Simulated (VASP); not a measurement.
# Sn4CO5 in VASP: notebook

Sn4CO5 is run at these levels: PBE+D3(BJ); tasks: single point.

All numbers are computed with VASP 6.6.1; they aren't measurements. Logs are shortened: lines on timing, memory, paths and dates and some standing lists are left out, and cuts for length are marked.

## 1. The cell of the first run

The cell holds a slab with vacuum, 10 atoms: a = 3.836 Å, b = 6.114 Å, c = 23.572 Å, α = 90.00°, β = 90.00°, γ = 90.00°.

## 2. Single point, PBE+D3(BJ)

INCAR

```
SYSTEM = Sn4CO5
ALGO = Normal
DIPOL = 0.5 0.5 0.314
EDIFF = 1E-6
ENCUT = 520
GGA = PE
IDIPOL = 3
ISIF = 2
ISMEAR = 0
IVDW = 12
LASPH = .True.
LCHARG = .False.
LDIPOL = .True.
LREAL = .False.
LWAVE = .False.
NBANDS = 56
NELM = 60
PREC = Accurate
SIGMA = 0.1
```

KPOINTS

```
k-points
0
Gamma
  7 5 1
  0 0 0
```

POSCAR

```
Sn4CO5
1.0
    3.8363720907      0.0000000000      0.0000000000
    0.0000000000      6.1139356269      0.0000000000
    0.0000000000      0.0000000000     23.5716647277
O Sn C
5 4 1
Direct
    0.0000000000      0.3937311019      0.1696952696
    0.5000000000      0.5905966528      0.2330578881
    0.0000000000      0.7891442682      0.2961091540
    0.5000000000      0.9914786557      0.3572791665
    0.5000000000      1.2414786557      0.4887930004
    0.5000000000      0.2462583270      0.2005207373
    0.0000000000      0.7380694276      0.2022324204
    0.5000000000      0.6484830792      0.3298598435
    0.0000000000      0.1189669824      0.3265941608
    0.5000000000      1.2414786557      0.5375803904
```

Potentials or basis: VASP PAW PBE potentials, release 64 (O, Sn_d, C).

Run with:

```
> cat potpaw_PBE.64/O/POTCAR potpaw_PBE.64/Sn_d/POTCAR potpaw_PBE.64/C/POTCAR > POTCAR
> mpirun -np 1 vasp_std > vasp.out
```

OUTCAR:

```text
SYSTEM = Sn4CO5
   EDIFF = 1E-6
   ENCUT = 520
   GGA = PE
   ISIF = 2
   ISMEAR = 0
   IVDW = 12
   LASPH = .True.
   LREAL = .False.
   NELM = 60
   PREC = Accurate
 IVDW          = 12

 ion  position               nearest neighbor table
   1  0.000  0.394  0.170-   7 2.24   6 2.24   6 2.24
   2  0.500  0.591  0.233-   7 2.24   7 2.24   6 2.24   8 2.31
   3  0.000  0.789  0.296-   9 2.14   7 2.23   8 2.25   8 2.25
   4  0.500  0.991  0.357-   9 2.19   9 2.19   8 2.19
   5  0.500  0.241  0.489-  10 1.15
   6  0.500  0.246  0.201-   1 2.24   1 2.24   2 2.24   7 3.57   7 3.57   9 3.62   9 3.62   7 3.65
                             7 3.65
   7  0.000  0.738  0.202-   3 2.23   1 2.24   2 2.24   2 2.24   6 3.57   6 3.57   8 3.61   8 3.61
                             6 3.65   6 3.65   9 3.74
   8  0.500  0.648  0.330-   4 2.19   3 2.25   3 2.25   2 2.31   9 3.46   9 3.46   7 3.61   7 3.61

   9  0.000  0.119  0.327-   3 2.14   4 2.19   4 2.19   8 3.46   8 3.46   6 3.62   6 3.62   7 3.74

  10  0.500  0.241  0.538-   5 1.15

  LATTYP: Found a simple orthorhombic cell.
 ALAT       =     3.8363720907
 B/A-ratio  =     1.5936763907
 C/A-ratio  =     6.1442592560

  Lattice vectors:

 A1 = (   3.8363720907,   0.0000000000,   0.0000000000)
 A2 = (   0.0000000000,   6.1139356269,   0.0000000000)
 A3 = (   0.0000000000,   0.0000000000,  23.5716647277)

Analysis of symmetry for initial positions (statically):
=====================================================================
 Subroutine PRICEL returns:
 Original cell was already a primitive cell.

 Routine SETGRP: Setting up the symmetry group for a
 simple orthorhombic supercell.

 Subroutine GETGRP returns: Found  2 space group operations
 (whereof  2 operations were pure point group operations)
 out of a pool of  8 trial point group operations.

The static configuration has the point symmetry C_1h.

Analysis of symmetry for dynamics (positions and initial velocities):
=====================================================================
 Subroutine PRICEL returns:
 Original cell was already a primitive cell.

 Routine SETGRP: Setting up the symmetry group for a
 simple orthorhombic supercell.

 Subroutine GETGRP returns: Found  2 space group operations
 (whereof  2 operations were pure point group operations)
 out of a pool of  8 trial point group operations.

The dynamic configuration has the point symmetry C_1h.

 Subroutine INISYM returns: Found  2 space group operations
 (whereof  2 operations are pure point group operations),
 and found     1 'primitive' translations

----------------------------------------------------------------------------------------

                                     Primitive cell

  volume of cell :     552.8812

  direct lattice vectors                    reciprocal lattice vectors
     3.836372091  0.000000000  0.000000000     0.260662933  0.000000000  0.000000000
     0.000000000  6.113935627  0.000000000     0.000000000  0.163560767  0.000000000
     0.000000000  0.000000000 23.571664728     0.000000000  0.000000000  0.042423817

  length of vectors
     3.836372091  6.113935627 23.571664728     0.260662933  0.163560767  0.042423817

  position of ions in fractional coordinates (direct lattice)
     0.000000000  0.393731102  0.169695270
     0.500000000  0.590596653  0.233057888
     0.000000000  0.789144268  0.296109154
     0.500000000  0.991478656  0.357279166
     0.500000000  0.241478656  0.488793000
     0.500000000  0.246258327  0.200520737
     0.000000000  0.738069428  0.202232420
     0.500000000  0.648483079  0.329859844
     0.000000000  0.118966982  0.326594161
     0.500000000  0.241478656  0.537580390

  ion indices of the primitive-cell ions
   primitive index   ion index
                 1           1
                 2           2
                 3           3
                 4           4
                 5           5
                 6           6
                 7           7
                 8           8
                 9           9
                10          10

----------------------------------------------------------------------------------------

 KPOINTS: k-points

Automatic generation of k-mesh.
 Grid dimensions read from file:
 generate k-points for:    7    5    1

 Generating k-lattice:

  Cartesian coordinates                     Fractional coordinates (reciprocal lattice)
     0.037237562  0.000000000  0.000000000     0.142857143  0.000000000  0.000000000
     0.000000000  0.032712153  0.000000000     0.000000000  0.200000000  0.000000000
     0.000000000  0.000000000  0.042423817     0.000000000  0.000000000  1.000000000

  Length of vectors
     0.037237562  0.032712153  0.042423817

  Shift w.r.t. Gamma in fractional coordinates (k-lattice)
     0.000000000  0.000000000  0.000000000

 Subroutine IBZKPT returns following result:
 ===========================================

 Found     12 irreducible k-points:

 Following reciprocal coordinates:
            Coordinates               Weight
  0.000000  0.000000  0.000000      1.000000
  0.142857  0.000000  0.000000      2.000000
  0.285714  0.000000  0.000000      2.000000
  0.428571  0.000000  0.000000      2.000000
  0.000000  0.200000  0.000000      2.000000
  0.142857  0.200000  0.000000      4.000000
  0.285714  0.200000  0.000000      4.000000
  0.428571  0.200000  0.000000      4.000000
  0.000000  0.400000  0.000000      2.000000
  0.142857  0.400000  0.000000      4.000000
  0.285714  0.400000  0.000000      4.000000
  0.428571  0.400000  0.000000      4.000000
   k-points           NKPTS =     12   k-points in BZ     NKDIM =     12   number of bands    NBANDS=     56
   number of dos      NEDOS =    301   number of ions     NIONS =     10
   total plane-waves  NPLWV = 259200
   dimension x,y,z NGX =    30 NGY =   48 NGZ =  180
   dimension x,y,z NGXF=    60 NGYF=   96 NGZF=  360
   ions per type =               5   4   1
   NGX,Y,Z   is equivalent  to a cutoff of  13.00, 13.05, 12.70 a.u.
   NGXF,Y,Z  is equivalent  to a cutoff of  26.00, 26.10, 25.39 a.u.
 SYSTEM =  Sn4CO5
   PREC   = accura    normal or accurate (medium, high low for compatibility)
   ISTART =      0    job   : 0-new  1-cont  2-samecut
   ICHARG =      2    charge: 1-file 2-atom 10-const
   ISPIN  =      1    spin polarized calculation?
   LNONCOLLINEAR =      F non collinear calculations
   LSORBIT =      F    spin-orbit coupling
   LASPH  =      T    aspherical Exc in radial PAW
   ENCUT  =  520.0 eV  38.22 Ry    6.18 a.u.   7.13 11.37 43.83*2*pi/ulx,y,z
   NELM   =     60;   NELMIN=  2; NELMDL= -5     # of ELM steps
   EDIFF  = 0.1E-05   stopping-criterion for ELM
   LREAL  =      F    real-space projection
   EDIFFG = 0.1E-04   stopping-criterion for IOM
   NSW    =      0    number of steps for IOM
   IBRION =     -1    ionic relax: 0-MD 1-quasi-New 2-CG
   NFREE  =      0    steps in history (QN), initial steepest desc. (CG)
   ISIF   =      2    stress and relaxation
   ISYM   =      2    0-nonsym 1-usesym 2-fastsym
   POTIM  = 0.5000    time-step for ionic-motion
   TEBEG  =    0.0;   TEEND  =   0.0 temperature during run
   PSTRESS=    0.0 pullay stress
   NELECT =      90.0000    total number of electrons
   NUPDOWN=      -1.0000    fix difference up-down
   EMIN   =  10.00;   EMAX   =-10.00  energy-range for DOS
   EFERMI =   0.00;   METHOD = LEGACY
   ISMEAR =     0;   SIGMA  =   0.10  broadening in eV -4-tet -1-fermi 0-gaus
   EFERMI_NEDOS =   21; number of points for ismear=-14 and -15
   IALGO  =     38    algorithm
   IMIX   =      4    mixing-type and parameters
     AMIX     =   0.40;   BMIX     =  1.00
     AMIX_MAG =   1.60;   BMIX_MAG =  1.00
  volume/ion in A,a.u.               =      55.29       373.10
  Fermi-wavevector in a.u.,A,eV,Ry     =   0.893878  1.689185 10.871305  0.799018
  Thomas-Fermi vector in A             =   2.016012
   LORBIT       =      0    0 simple, 1 ext, 2 COOP (PROOUT), +10 PAW based schemes
   GGA     = PE    functional components
   LHFCALC =     F    Hartree Fock is set to
   AEXX    =    0.0000 exact exchange contribution
   IVDW    =    12    specifies the selected vdW correction
   LEPSILON=     F    determine dielectric tensor
   LRPA    =     F    only Hartree local field effects (RPA)
 non-spin polarized calculation
 Gauss-broadening in eV      SIGMA  =   0.10
  energy-cutoff  :      520.00
  volume of cell :      552.88
 maximum number of plane-waves:     14927
 NGX is ok and might be reduce to    30
   NGX = 15   NGY = 23   NGZ = 87

 dipolmoment           0.000000      0.000000      0.000043 electrons x Angstroem

 number of electron      90.0000017 magnetization

 dipolmoment           0.000000      0.000000     -0.003831 electrons x Angstroem

 Free energy of the ion-electron system (eV)
  ---------------------------------------------------
  ext. energy  EPLUGINS =         0.00000000
  ---------------------------------------------------
  free energy    TOTEN  =       -59.06294286 eV

  energy without entropy =      -59.06294286  energy(sigma->0) =      -59.06294286

 E-fermi :  -0.9612     XC(G=0):  -3.8372

 val. band max:       -1.4173005502   @ k =   0.0000   0.0000   0.0000
 cond. band min:      -0.5131803001   @ k =   0.0000   0.2000   0.0000
 fundamental gap:      0.9041202500
 Fermi energy:        -0.9612416458

 k-point     1 :       0.0000    0.0000    0.0000
  band No.  band energies     occupation
      1     -26.2499      2.00000
      2     -23.1009      2.00000
      3     -22.9737      2.00000
      4     -22.9431      2.00000
      5     -22.8975      2.00000
      6     -22.8354      2.00000
[... 697 lines left out ...]
     55       3.7009      0.00000
     56       4.2142      0.00000

------------------------ aborting loop because EDIFF is reached ----------------------------------------

 vacuum level on the upper side and lower side of the slab       (xc-potential included)        -0.161        -0.135

 Edisp (eV)   -1.28979

 E8    (eV) :    -0.5691

  FORCE on cell =-STRESS in cart. coord.  units (eV):
  Direction    XX          YY          ZZ          XY          YZ          ZX
  --------------------------------------------------------------------------------------
  -------------------------------------------------------------------------------------
  Total      -4.64369    -1.52014    -0.89183     0.00000     0.05144     0.00000
  in kB     -13.45680    -4.40517    -2.58440     0.00000     0.14907     0.00000
  external pressure =       -6.82 kB  Pullay stress =        0.00 kB

 VOLUME and BASIS-vectors are now :
 -----------------------------------------------------------------------------
  energy-cutoff  :      520.00
  volume of cell :      552.88
      direct lattice vectors                 reciprocal lattice vectors
     3.836372091  0.000000000  0.000000000     0.260662933  0.000000000  0.000000000
     0.000000000  6.113935627  0.000000000     0.000000000  0.163560767  0.000000000
     0.000000000  0.000000000 23.571664728     0.000000000  0.000000000  0.042423817

 POSITION                                       TOTAL-FORCE (eV/Angst)
 -----------------------------------------------------------------------------------
      0.00000      2.40725      4.00000         0.000000     -0.331714      0.307670
      1.91819      3.61087      5.49356         0.000000     -0.246014      0.377902
      0.00000      4.82478      6.97979         0.000000     -0.011329     -0.001778
      1.91819      6.06184      8.42166         0.000000     -0.024499      0.016001
      1.91819      1.47638     11.52166         0.000000      0.024976      0.717283
      1.91819      1.50561      4.72661         0.000000      1.260572     -0.108454
      0.00000      4.51251      4.76695         0.000000     -0.679641     -0.631238
      1.91819      3.96478      7.77535         0.000000     -0.074209      0.052158
      0.00000      0.72736      7.69837         0.000000      0.092078      0.006312
      1.91819      1.47638     12.67166         0.000000     -0.010220     -0.735856
 -----------------------------------------------------------------------------------
    total drift:                                0.000000      0.000559     -0.000697

  FREE ENERGIE OF THE ION-ELECTRON SYSTEM (eV)
  ---------------------------------------------------
  free  energy   TOTEN  =       -60.3527342842 eV

  energy  without entropy=      -60.3527342842  energy(sigma->0) =      -60.35273428

 vacuum level on the upper side and lower side of the slab         3.138         3.166
```

Wall time 9.9 min (1 thread of Intel Xeon Platinum 8488C (Sapphire Rapids), shared host); peak memory 0.72 GiB.

What came out:

```yaml
Free_energy: -60.3527 eV
Largest_force: 1.265 eV/Å
Band_gap_on_the_k_mesh: 0.90 eV (least direct gap 0.95 eV)
Dispersion_energy_per_atom: -0.129 eV
```

Forces in eV/Å, atoms in the order of the input:
```
O    0.000 -0.332  0.308
O    0.000 -0.246  0.378
O    0.000 -0.011 -0.002
O    0.000 -0.024  0.016
O    0.000  0.025  0.717
Sn   0.000  1.261 -0.108
Sn   0.000 -0.680 -0.631
Sn   0.000 -0.074  0.052
Sn   0.000  0.092  0.006
C    0.000 -0.010 -0.736
```

Levels at points of the mesh, in eV from the valence-band top:
| k point | band 41 | band 42 | band 43 | band 44 | band 45 | band 46 | band 47 | band 48 | band 49 | band 50 |
| --- | --- | --- | --- | --- | --- | --- | --- | --- | --- | --- |
| (0.00, 0.00, 0.00) | -2.61 | -2.24 | -2.22 | -0.72 | 0.00 | 0.95 | 2.07 | 2.12 | 2.64 | 2.93 |

Caveat: spin-orbit coupling is left out, which moves the levels of the heavy elements.

## 3. Single point, PBE+D3(BJ)

INCAR

```
SYSTEM = Sn4CO5
  PREC = Accurate
  ENCUT = 520
  EDIFF = 1E-6
  ISMEAR = 0
  SIGMA = 0.1
  LREAL = .FALSE.
  LASPH = .TRUE.
  NELM = 100
  ALGO = Normal
  ISIF = 2
  LWAVE = .FALSE.
  LCHARG = .FALSE.
  LDIPOL = .TRUE.
  IDIPOL = 3
  DIPOL = 0.5 0.5 0.314
  GGA = PE
  IVDW = 12
  NBANDS = 56
```

KPOINTS

```
regular mesh
0
G
  7 5 1
  0 0 0
```

Edit POSCAR of step 2 so:

```diff
@@ -12,3 +12,3 @@
     0.5000000000      0.9914786557      0.3572791665
-    0.5000000000      1.2414786557      0.4887930004
+    0.5000000000      1.7414786557      0.4887930004
     0.5000000000      0.2462583270      0.2005207373
@@ -17,2 +17,2 @@
     0.0000000000      0.1189669824      0.3265941608
-    0.5000000000      1.2414786557      0.5375803904
+    0.5000000000      1.7414786557      0.5375803904
```

Potentials or basis: VASP PAW PBE potentials, release 64 (O, Sn_d, C).

Run with:

```
> cat potpaw_PBE.64/O/POTCAR potpaw_PBE.64/Sn_d/POTCAR potpaw_PBE.64/C/POTCAR > POTCAR
> mpirun -np 1 vasp_std > vasp.out
```

OUTCAR:

```text
SYSTEM = Sn4CO5
   PREC = Accurate
   ENCUT = 520
   EDIFF = 1E-6
   ISMEAR = 0
   LREAL = .FALSE.
   LASPH = .TRUE.
   NELM = 100
   ISIF = 2
   GGA = PE
   IVDW = 12
 IVDW          = 12

 ion  position               nearest neighbor table
   1  0.000  0.394  0.170-   7 2.24   6 2.24   6 2.24
   2  0.500  0.591  0.233-   7 2.24   7 2.24   6 2.24   8 2.31
   3  0.000  0.789  0.296-   9 2.14   7 2.23   8 2.25   8 2.25
   4  0.500  0.991  0.357-   9 2.19   9 2.19   8 2.19
   5  0.500  0.741  0.489-  10 1.15
   6  0.500  0.246  0.201-   1 2.24   1 2.24   2 2.24   7 3.57   7 3.57   9 3.62   9 3.62   7 3.65
                             7 3.65
   7  0.000  0.738  0.202-   3 2.23   1 2.24   2 2.24   2 2.24   6 3.57   6 3.57   8 3.61   8 3.61
                             6 3.65   6 3.65   9 3.74
   8  0.500  0.648  0.330-   4 2.19   3 2.25   3 2.25   2 2.31   9 3.46   9 3.46   7 3.61   7 3.61

   9  0.000  0.119  0.327-   3 2.14   4 2.19   4 2.19   8 3.46   8 3.46   6 3.62   6 3.62   7 3.74

  10  0.500  0.741  0.538-   5 1.15

  LATTYP: Found a simple orthorhombic cell.
 ALAT       =     3.8363720907
 B/A-ratio  =     1.5936763907
 C/A-ratio  =     6.1442592560

[... 904 lines left out ...]

 vacuum level on the upper side and lower side of the slab       (xc-potential included)        -0.182        -0.111

 Edisp (eV)   -1.29127

 E8    (eV) :    -0.5697

  FORCE on cell =-STRESS in cart. coord.  units (eV):
  Direction    XX          YY          ZZ          XY          YZ          ZX
  --------------------------------------------------------------------------------------
  -------------------------------------------------------------------------------------
  Total      -4.62335    -1.52243    -0.79491     0.00000    -0.00241     0.00000
  in kB     -13.39787    -4.41179    -2.30356     0.00000    -0.00697     0.00000
  external pressure =       -6.70 kB  Pullay stress =        0.00 kB

 VOLUME and BASIS-vectors are now :
 -----------------------------------------------------------------------------
  energy-cutoff  :      520.00
  volume of cell :      552.88
      direct lattice vectors                 reciprocal lattice vectors
     3.836372091  0.000000000  0.000000000     0.260662933  0.000000000  0.000000000
     0.000000000  6.113935627  0.000000000     0.000000000  0.163560767  0.000000000
     0.000000000  0.000000000 23.571664728     0.000000000  0.000000000  0.042423817

 POSITION                                       TOTAL-FORCE (eV/Angst)
 -----------------------------------------------------------------------------------
      0.00000      2.40725      4.00000         0.000000     -0.332701      0.307435
      1.91819      3.61087      5.49356         0.000000     -0.246362      0.366037
      0.00000      4.82478      6.97979         0.000000      0.000829     -0.001949
      1.91819      6.06184      8.42166         0.000000      0.013172      0.025238
      1.91819      4.53335     11.52166         0.000000     -0.018281      0.732249
      1.91819      1.50561      4.72661         0.000000      1.263330     -0.106918
      0.00000      4.51251      4.76695         0.000000     -0.680655     -0.630754
      1.91819      3.96478      7.77535         0.000000     -0.087165      0.058908
      0.00000      0.72736      7.69837         0.000000      0.078942     -0.016680
      1.91819      4.53335     12.67166         0.000000      0.008891     -0.733565
 -----------------------------------------------------------------------------------
    total drift:                                0.000000      0.000574     -0.000708

  FREE ENERGIE OF THE ION-ELECTRON SYSTEM (eV)
  ---------------------------------------------------
  free  energy   TOTEN  =       -60.3504915596 eV

  energy  without entropy=      -60.3504915596  energy(sigma->0) =      -60.35049156

 vacuum level on the upper side and lower side of the slab         3.108         3.182
```

OSZICAR:

```text
N       E                     dE             d eps       ncg     rms          rms(c)
DAV:   1     0.939996525850E+03    0.94000E+03   -0.41254E+04  1472   0.153E+03
DAV:   2     0.112417202987E+03   -0.82758E+03   -0.80222E+03  1560   0.388E+02
DAV:   3    -0.565005240229E+02   -0.16892E+03   -0.16563E+03  1592   0.194E+02
[... 18 lines left out ...]
DAV:  22    -0.590592139850E+02   -0.98032E-05   -0.56064E-07  1144   0.425E-03    0.783E-04
DAV:  23    -0.590592211537E+02   -0.71687E-05   -0.48980E-07  1120   0.407E-03    0.406E-04
DAV:  24    -0.590592228034E+02   -0.16498E-05   -0.13823E-07  1112   0.210E-03    0.330E-04
DAV:  25    -0.590592249108E+02   -0.21073E-05   -0.14236E-07  1048   0.146E-03    0.200E-04
DAV:  26    -0.590592253861E+02   -0.47537E-06   -0.26587E-08  1056   0.108E-03
   1 F= -.60350492E+02 E0= -.60350492E+02  d E =-.116789E-10
```

Run time: 10 min. Hardware: 1 thread of Intel Xeon Platinum 8488C (Sapphire Rapids), shared host; peak memory 0.72 GiB.

What came out:

| Property | Result |
| --- | --- |
| Free energy | -60.3505 eV |
| Largest force | 1.268 eV/Å |
| Band gap on the k mesh | 0.89 eV (least direct gap 0.94 eV) |
| Dispersion energy per atom | -0.129 eV |

Forces on the atoms (eV/Å):
```
O    0.000 -0.333  0.307
O    0.000 -0.246  0.366
O    0.000  0.001 -0.002
O    0.000  0.013  0.025
O    0.000 -0.018  0.732
Sn   0.000  1.263 -0.107
Sn   0.000 -0.681 -0.631
Sn   0.000 -0.087  0.059
Sn   0.000  0.079 -0.017
C    0.000  0.009 -0.734
```

Levels at points of the mesh, in eV from the valence-band top:
| k point | band 42 | band 43 | band 44 | band 45 | band 46 | band 47 | band 48 | band 49 |
| --- | --- | --- | --- | --- | --- | --- | --- | --- |
| (0.00, 0.00, 0.00) | -2.24 | -2.22 | -0.72 | 0.00 | 0.94 | 2.02 | 2.14 | 2.59 |

Caveat: spin-orbit coupling is left out, which moves the levels of the heavy elements.
